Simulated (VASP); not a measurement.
# CdSe (rocksalt type) (Fm-3m) in VASP: a series of runs, part 2 of 2

VASP 6.6.1.

### Step 4. Single point, PBE (15.35 Å³/atom)

This run uses another cell than the first one, of 15.35 Å³/atom.

File INCAR:

```
ALGO = Normal
EDIFF = 1E-6
ENCUT = 500
GGA = PE
GGA_COMPAT = False
ISIF = 2
ISMEAR = -1
LASPH = True
LCHARG = True
LELF = True
LREAL = False
LVHAR = True
LWAVE = False
NBANDS = 16
NELM = 120
PREC = Accurate
SIGMA = 0.08
```

File KPOINTS:

```
k-points
0
Gamma
  14 14 14
```

File POSCAR:

```
CdSe
1.0
    0.0000000000      2.4854769200      2.4854769200
    2.4854769200      0.0000000000      2.4854769200
    2.4854769200      2.4854769200      0.0000000000
Cd Se
1 1
Direct
    0.0000000000      0.0000000000      0.0000000000
    0.5000000000      0.5000000000      0.5000000000
```

Potentials or basis: VASP PAW PBE potentials, release 64 (Cd, Se).

Command:

```sh
cat potpaw_PBE.64/Cd/POTCAR potpaw_PBE.64/Se/POTCAR > POTCAR
mpirun -np 1 vasp_std > vasp.out
```

OUTCAR:

```text
EDIFF = 1E-6
   ENCUT = 500
   GGA = PE
   ISIF = 2
   ISMEAR = -1
   LASPH = True
   LREAL = False
   NELM = 120
   PREC = Accurate

 ion  position               nearest neighbor table
   1  0.000  0.000  0.000-   2 2.49   2 2.49   2 2.49   2 2.49   2 2.49   2 2.49
   2  0.500  0.500  0.500-   1 2.49   1 2.49   1 2.49   1 2.49   1 2.49   1 2.49

  LATTYP: Found a face centered cubic cell.
 ALAT       =     4.9709538400

  Lattice vectors:

 A1 = (   0.0000000000,   2.4854769200,   2.4854769200)
 A2 = (   2.4854769200,   0.0000000000,   2.4854769200)
 A3 = (   2.4854769200,   2.4854769200,   0.0000000000)

Analysis of symmetry for initial positions (statically):
=====================================================================
 Subroutine PRICEL returns:
 Original cell was already a primitive cell.

 Routine SETGRP: Setting up the symmetry group for a
 face centered cubic supercell.

 Subroutine GETGRP returns: Found 48 space group operations
 (whereof 48 operations were pure point group operations)
 out of a pool of 48 trial point group operations.

The static configuration has the point symmetry O_h .

Analysis of symmetry for dynamics (positions and initial velocities):
=====================================================================
 Subroutine PRICEL returns:
 Original cell was already a primitive cell.

 Routine SETGRP: Setting up the symmetry group for a
 face centered cubic supercell.

 Subroutine GETGRP returns: Found 48 space group operations
 (whereof 48 operations were pure point group operations)
 out of a pool of 48 trial point group operations.

The dynamic configuration has the point symmetry O_h .

 Subroutine INISYM returns: Found 48 space group operations
 (whereof 48 operations are pure point group operations),
 and found     1 'primitive' translations

----------------------------------------------------------------------------------------

                                     Primitive cell

[... 109 lines left out ...]
     AMIX     =   0.40;   BMIX     =  1.00
     AMIX_MAG =   1.60;   BMIX_MAG =  1.00
  volume/ion in A,a.u.               =      15.35       103.62
  Fermi-wavevector in a.u.,A,eV,Ry     =   1.370080  2.589076 25.539758  1.877119
  Thomas-Fermi vector in A             =   2.495898
   LORBIT       =      0    0 simple, 1 ext, 2 COOP (PROOUT), +10 PAW based schemes
   GGA     = PE    functional components
   LHFCALC =     F    Hartree Fock is set to
   AEXX    =    0.0000 exact exchange contribution
   IVDW    =     0    specifies the selected vdW correction
   LEPSILON=     F    determine dielectric tensor
   LRPA    =     F    only Hartree local field effects (RPA)
 non-spin polarized calculation
  energy-cutoff  :      500.00
  volume of cell :       30.71
 maximum number of plane-waves:       795
 NGX is ok and might be reduce to    28
   NGX = 13   NGY = 13   NGZ = 13

 number of electron      17.9999997 magnetization

 Free energy of the ion-electron system (eV)
  ---------------------------------------------------
  ext. energy  EPLUGINS =         0.00000000
  ---------------------------------------------------
  free energy    TOTEN  =        -2.63735372 eV

  energy without entropy =       -2.62975308  energy(sigma->0) =       -2.63355340

 E-fermi :   7.4195     XC(G=0): -12.2423

 val. band max:        7.4121013190   @ k =  -0.3571   0.0714   0.0000
 cond. band min:       7.4391392579   @ k =   0.5000   0.0000   0.0000
 fundamental gap:      0.0270379390
 Fermi energy:         7.4194784153

 k-point     1 :       0.0000    0.0000    0.0000
  band No.  band energies     occupation
      1      -9.4570      2.00000
      2      -2.3633      2.00000
      3      -2.3633      2.00000
      4      -2.3569      2.00000
      5      -2.3569      2.00000
      6      -2.3569      2.00000
[... 433 lines left out ...]
      3      -2.5555      2.00000
      4      -2.5269      2.00000
      5      -2.1620      2.00000
      6      -2.0647      2.00000
[... 8 lines left out ...]
     15      20.2272      0.00000
     16      20.4876      0.00000

 [... further k-points ...]

------------------------ aborting loop because EDIFF is reached ----------------------------------------

  FORCE on cell =-STRESS in cart. coord.  units (eV):
  Direction    XX          YY          ZZ          XY          YZ          ZX
  --------------------------------------------------------------------------------------
  -------------------------------------------------------------------------------------
  Total       14.3318675     14.3318675     14.3318675     -0.0000000      0.0000000      0.0000000
  in kB      747.7461173    747.7461173    747.7461173     -0.0000000      0.0000000      0.0000000
  external PRESSURE =     747.7461173 kB  Pullay stress =       0.0000000 kB

 VOLUME and BASIS-vectors are now :
 -----------------------------------------------------------------------------
  energy-cutoff  :      500.00
  volume of cell :       30.71
      direct lattice vectors                 reciprocal lattice vectors
     0.000000000  2.485476920  2.485476920    -0.201168635  0.201168635  0.201168635
     2.485476920  0.000000000  2.485476920     0.201168635 -0.201168635  0.201168635
     2.485476920  2.485476920  0.000000000     0.201168635  0.201168635 -0.201168635

 POSITION                                       TOTAL-FORCE (eV/Angst)
 -----------------------------------------------------------------------------------
      0.00000      0.00000      0.00000         0.000000      0.000000      0.000000
      2.48548      2.48548      2.48548         0.000000     -0.000000      0.000000
 -----------------------------------------------------------------------------------
    total drift:                               -0.000000      0.000000      0.000000

  FREE ENERGIE OF THE ION-ELECTRON SYSTEM (eV)
  ---------------------------------------------------
  free  energy   TOTEN  =        -2.6373537194 eV

  energy  without entropy=       -2.6297530842  energy(sigma->0) =       -2.63355340
```

OSZICAR:

```text
N       E                     dE             d eps       ncg     rms          rms(c)
DAV:   1     0.109199166050E+03    0.10920E+03   -0.95297E+03  3512   0.108E+03
DAV:   2    -0.187273331295E+00   -0.10939E+03   -0.10335E+03  4120   0.266E+02
DAV:   3    -0.306983449219E+01   -0.28826E+01   -0.28791E+01  3976   0.447E+01
DAV:   4    -0.307548247338E+01   -0.56480E-02   -0.56478E-02  4208   0.204E+00
DAV:   5    -0.307549790300E+01   -0.15430E-04   -0.15429E-04  3976   0.969E-02    0.161E+01
DAV:   6    -0.268301330084E+01    0.39248E+00   -0.48486E-01  4696   0.120E+01    0.114E+01
DAV:   7    -0.264029165738E+01    0.42722E-01   -0.24425E-01  4032   0.412E+00    0.293E+00
DAV:   8    -0.263779050398E+01    0.25012E-02   -0.33402E-02  3688   0.264E+00    0.402E-01
DAV:   9    -0.263734813042E+01    0.44237E-03   -0.36293E-03  4192   0.738E-01    0.875E-02
DAV:  10    -0.263734770299E+01    0.42743E-06   -0.12781E-04  3936   0.193E-01    0.287E-02
DAV:  11    -0.263735348084E+01   -0.57778E-05   -0.10387E-05  3816   0.300E-02    0.643E-03
DAV:  12    -0.263735371943E+01   -0.23859E-06   -0.65266E-07  2840   0.112E-02
   1 F= -.26373537E+01 E0= -.26335534E+01  d E =-.760064E-02
```

Run time: 43 s. Hardware: 1 thread of Intel Xeon Platinum 8259CL at 2.50GHz (Skylake/Cascade Lake), shared host; peak memory 0.19 GiB.

What came out:

```yaml
Free_energy: -2.6374 eV
Pressure: 74.8 GPa
Band_gap_on_the_k_mesh: zero (bands 9 and 10 overlap by 0.82 eV)
```

Caveat: the cell stands under pressure.

### Step 5. Single point, PBE (17.72 Å³/atom)

This run uses another cell than the first one, of 17.72 Å³/atom.

File INCAR:

```
PREC     = Accurate       # precision mode
ENCUT    = 500            # plane-wave cutoff, eV
EDIFF    = 1E-6           # SCF threshold, eV
ISMEAR   = -1             # smearing method
SIGMA    = 0.08           # smearing width, eV
LREAL    = F              # projectors in reciprocal space
LASPH    = T              # aspherical terms in the spheres
NELM     = 120            # most SCF steps
ALGO     = Normal         # electronic algorithm
ISIF     = 2              # what is computed and relaxed
LWAVE    = F              # write WAVECAR
LCHARG   = F              # write CHGCAR
GGA      = PE             # functional
NBANDS   = 16             # bands
GGA_COMPAT= F
```

File KPOINTS:

```
Automatic mesh
0
Gamma
  14 14 14
```

File POSCAR:

```
CdSe
1.0
    0.0000000000      2.6069079926      2.6069079926
    2.6069079926      0.0000000000      2.6069079926
    2.6069079926      2.6069079926      0.0000000000
Cd Se
1 1
Direct
    0.0000000000      0.0000000000      0.0000000000
    0.5000000000      0.5000000000      0.5000000000
```

Potentials or basis: VASP PAW PBE potentials, release 64 (Cd, Se).

Command:

```sh
cat potpaw_PBE.64/Cd/POTCAR potpaw_PBE.64/Se/POTCAR > POTCAR
mpirun -np 1 vasp_std > vasp.out
```

OUTCAR:

```text
PREC = Accurate
   ENCUT = 500
   EDIFF = 1E-6
   ISMEAR = -1
   LREAL = F
   LASPH = T
   NELM = 120
   ISIF = 2
   GGA = PE

 ion  position               nearest neighbor table
   1  0.000  0.000  0.000-   2 2.61   2 2.61   2 2.61   2 2.61   2 2.61   2 2.61
   2  0.500  0.500  0.500-   1 2.61   1 2.61   1 2.61   1 2.61   1 2.61   1 2.61

  LATTYP: Found a face centered cubic cell.
 ALAT       =     5.2138159852

  Lattice vectors:

 A1 = (   0.0000000000,   2.6069079926,   2.6069079926)
 A2 = (   2.6069079926,   0.0000000000,   2.6069079926)
 A3 = (   2.6069079926,   2.6069079926,   0.0000000000)

Analysis of symmetry for initial positions (statically):
=====================================================================
 Subroutine PRICEL returns:
 Original cell was already a primitive cell.

 Routine SETGRP: Setting up the symmetry group for a
 face centered cubic supercell.

 Subroutine GETGRP returns: Found 48 space group operations
 (whereof 48 operations were pure point group operations)
 out of a pool of 48 trial point group operations.

The static configuration has the point symmetry O_h .

Analysis of symmetry for dynamics (positions and initial velocities):
=====================================================================
 Subroutine PRICEL returns:
 Original cell was already a primitive cell.

 Routine SETGRP: Setting up the symmetry group for a
 face centered cubic supercell.

 Subroutine GETGRP returns: Found 48 space group operations
 (whereof 48 operations were pure point group operations)
 out of a pool of 48 trial point group operations.

The dynamic configuration has the point symmetry O_h .

 Subroutine INISYM returns: Found 48 space group operations
 (whereof 48 operations are pure point group operations),
 and found     1 'primitive' translations
[... 108 lines left out ...]
   EMIN   =  10.00;   EMAX   =-10.00  energy-range for DOS
   EFERMI =   0.00;   METHOD = LEGACY
   ISMEAR =    -1;   SIGMA  =   0.08  broadening in eV -4-tet -1-fermi 0-gaus
   EFERMI_NEDOS =   21; number of points for ismear=-14 and -15
   IALGO  =     38    algorithm
   IMIX   =      4    mixing-type and parameters
     AMIX     =   0.40;   BMIX     =  1.00
     AMIX_MAG =   1.60;   BMIX_MAG =  1.00
  volume/ion in A,a.u.               =      17.72       119.56
  Fermi-wavevector in a.u.,A,eV,Ry     =   1.306261  2.468475 23.215863  1.706318
  Thomas-Fermi vector in A             =   2.437075
   LORBIT       =      0    0 simple, 1 ext, 2 COOP (PROOUT), +10 PAW based schemes
   GGA     = PE    functional components
   LHFCALC =     F    Hartree Fock is set to
   AEXX    =    0.0000 exact exchange contribution
   IVDW    =     0    specifies the selected vdW correction
   LEPSILON=     F    determine dielectric tensor
   LRPA    =     F    only Hartree local field effects (RPA)
 non-spin polarized calculation
  energy-cutoff  :      500.00
  volume of cell :       35.43
 maximum number of plane-waves:       934
   NGX = 13   NGY = 13   NGZ = 13

 number of electron      17.9999996 magnetization

 Free energy of the ion-electron system (eV)
  ---------------------------------------------------
  ext. energy  EPLUGINS =         0.00000000
  ---------------------------------------------------
  free energy    TOTEN  =        -4.20041913 eV

  energy without entropy =       -4.19335670  energy(sigma->0) =       -4.19688791

 E-fermi :   5.4483     XC(G=0): -11.4707

 val. band max:        5.3971326643   @ k =   0.5000   0.0000   0.0000
 cond. band min:       5.4931696388   @ k =  -0.4286   0.5000   0.0714
 fundamental gap:      0.0960369745
 Fermi energy:         5.4483160700

 k-point     1 :       0.0000    0.0000    0.0000
  band No.  band energies     occupation
      1      -9.8377      2.00000
      2      -3.4996      2.00000
      3      -3.4996      2.00000
      4      -3.4810      2.00000
      5      -3.4810      2.00000
      6      -3.4810      2.00000
[... 433 lines left out ...]
      3      -3.6049      2.00000
      4      -3.6039      2.00000
      5      -3.3431      2.00000
      6      -3.2798      2.00000
[... 8 lines left out ...]
     15      17.8296      0.00000
     16      18.0141      0.00000

 [... further k-points ...]

------------------------ aborting loop because EDIFF is reached ----------------------------------------

  FORCE on cell =-STRESS in cart. coord.  units (eV):
  Direction    XX          YY          ZZ          XY          YZ          ZX
  --------------------------------------------------------------------------------------
  -------------------------------------------------------------------------------------
  Total        7.8790483      7.8790483      7.8790483     -0.0000000      0.0000000      0.0000000
  in kB      356.2683486    356.2683486    356.2683486     -0.0000000      0.0000000      0.0000000
  external PRESSURE =     356.2683486 kB  Pullay stress =       0.0000000 kB

 VOLUME and BASIS-vectors are now :
 -----------------------------------------------------------------------------
  energy-cutoff  :      500.00
  volume of cell :       35.43
      direct lattice vectors                 reciprocal lattice vectors
     0.000000000  2.606907993  2.606907993    -0.191798100  0.191798100  0.191798100
     2.606907993  0.000000000  2.606907993     0.191798100 -0.191798100  0.191798100
     2.606907993  2.606907993  0.000000000     0.191798100  0.191798100 -0.191798100

 POSITION                                       TOTAL-FORCE (eV/Angst)
 -----------------------------------------------------------------------------------
      0.00000      0.00000      0.00000         0.000000     -0.000000     -0.000000
      2.60691      2.60691      2.60691        -0.000000      0.000000      0.000000
 -----------------------------------------------------------------------------------
    total drift:                               -0.000000      0.000000      0.000000

  FREE ENERGIE OF THE ION-ELECTRON SYSTEM (eV)
  ---------------------------------------------------
  free  energy   TOTEN  =        -4.2004191295 eV

  energy  without entropy=       -4.1933566959  energy(sigma->0) =       -4.19688791
```

stdout:

```text
POSCAR found type information on POSCAR CdSe
 POSCAR found :  2 types and       2 ions
 scaLAPACK will be used
 LDA part: xc-table for (Slater+PW92), standard interpolation
 POSCAR, INCAR and KPOINTS ok, starting setup
 FFT: planning ... GRIDC
 FFT: planning ... GRID_SOFT
 FFT: planning ... GRID
 WAVECAR not read
 entering main loop
```

Run time: 43 s. Hardware: 1 thread of Intel Xeon Platinum 8259CL at 2.50GHz (Skylake/Cascade Lake), shared host; peak memory 0.2 GiB.

Results:

- Free energy: -4.2004 eV
- Pressure: 35.6 GPa
- Band gap on the k mesh: zero (bands 9 and 10 overlap by 0.62 eV)

Levels at points of the mesh, in eV from the Fermi level:
```
           k point  band 7  band 8  band 9  band 10  band 11  band 12
(0.00, 0.00, 0.00)   -1.29   -1.29   -1.29     1.44     8.72     8.72
(0.50, 0.00, 0.00)   -6.54   -0.05   -0.05     2.62     4.95     4.95
(0.50, 0.50, 0.00)   -6.38   -3.46   -3.46    -0.67     4.88    11.81
```

Caveat: the cell stands under pressure; semilocal functionals underestimate gaps, so a narrow gap can read as zero.

### Step 6. Summary

| cell | gap on the mesh (eV) | pressure (GPa) |
| --- | --- | --- |
| a = 3.325 Å, angles 60.0°, 2 atoms | none | 154.4 |
| a = 3.515 Å, angles 60.0°, 2 atoms | none | 74.8 |
| a = 3.687 Å, angles 60.0°, 2 atoms | none | 35.6 |

Alike in all rows: task single point; level PBE; potentials or basis VASP PAW PBE potentials, release 64 (Cd, Se); no spin polarisation; k mesh 14 × 14 × 14; cutoff (eV) 500; smearing fermi-dirac 0.08 eV.

Caveats: the cell stands under pressure; semilocal functionals underestimate gaps, so a narrow gap can read as zero (at least some runs).

Total energies depend on the potentials used, so only differences within one code and one set of settings carry meaning.
